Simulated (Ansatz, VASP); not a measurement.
TaSF: VASP beside Ansatz

File INCAR:

```
ALGO = Normal ; EDIFF = 1E-6
ENCUT = 600 ; GGA = PE
GGA_COMPAT = F ; ISIF = 2
ISMEAR = 0 ; LASPH = T
LCHARG = F ; LREAL = F
LWAVE = F ; NBANDS = 35
NELM = 120 ; PREC = Accurate
SIGMA = 0.1
```

Contents of KPOINTS:

```
k-points
0
Gamma
  4 4 4
```

File POSCAR:

```
TaSF
1.0
    3.8733923666      0.0000000000      0.0000000000
    0.0000000000      4.1276167696      0.0000000000
    0.0000000000      0.0000000000      6.3926880776
Ta S F
2 2 2
Direct
    0.5000000000      0.0000000000      0.7168374182
    0.5000000000      0.0000000000      0.2831625818
    0.0000000000      0.0000000000      0.0000000000
    0.0000000000      0.0000000000      0.5000000000
    0.5000000000      0.5000000000      0.7534088972
    0.5000000000      0.5000000000      0.2465911028
```

Input for Ansatz:

```yaml
crystal:
  lattice:
    - [3.8733923666, 0.0, 0.0]
    - [0.0, 4.1276167696, 0.0]
    - [0.0, 0.0, 6.3926880776]
  atoms:
    - { symbol: Ta, position: [0.5, 0.0, 0.7168374182] }
    - { symbol: Ta, position: [0.5, 0.0, 0.2831625818] }
    - { symbol: S, position: [0.0, 0.0, 0.0] }
    - { symbol: S, position: [0.0, 0.0, 0.5] }
    - { symbol: F, position: [0.5, 0.5, 0.7534088972] }
    - { symbol: F, position: [0.5, 0.5, 0.2465911028] }
basis:
  ecutwfc: 420
kpoints:
  mp_grid: { grid: [4, 4, 4] }
hamiltonian:
  xc: pbe
scf:
  occupations: { method: gaussian, width: 0.1 }
  lower_state_search: "off"
output:
  forces: true
  stress: true
  eigenvalues: true
```

Change from the starting cell: the structure that the rattled cell fell into.

Alike in both runs: task single point; functional PBE; k mesh 4 × 4 × 4; occupations gaussian, width 0.1 eV; no spin polarisation.

|  | VASP | Ansatz |
| --- | --- | --- |
| version | VASP 6.6.1 | Ansatz 0.2.0 |
| potentials or method | VASP PAW PBE potentials, release 64 (Ta_sv_GW, S, F), cutoff 600 eV | scalar-relativistic, plane waves, PAW |
| valence electrons in the cell | 52 | 52 |

```tsv
	VASP	Ansatz	Ansatz less VASP
gap on the k mesh at the Fermi level (eV)	none	none	-
pressure (GPa)	-0.1	0.1	+0.19
traceless stress, the component that is largest in VASP (GPa)	-0.44	-0.34	+0.107
rms of the force components (eV/Å)	0.033	0.036	+0.0032
```

Atom by atom the forces differ by 0.003 eV/Å (rms over components). A gap of «none» marks a metal or a gap that the smearing closes. The functional is the same, so the differences come from potentials, cutoffs and numerics.

The k mesh is coarse, so the values compare programs but aren't converged. Spin-orbit coupling is off throughout.
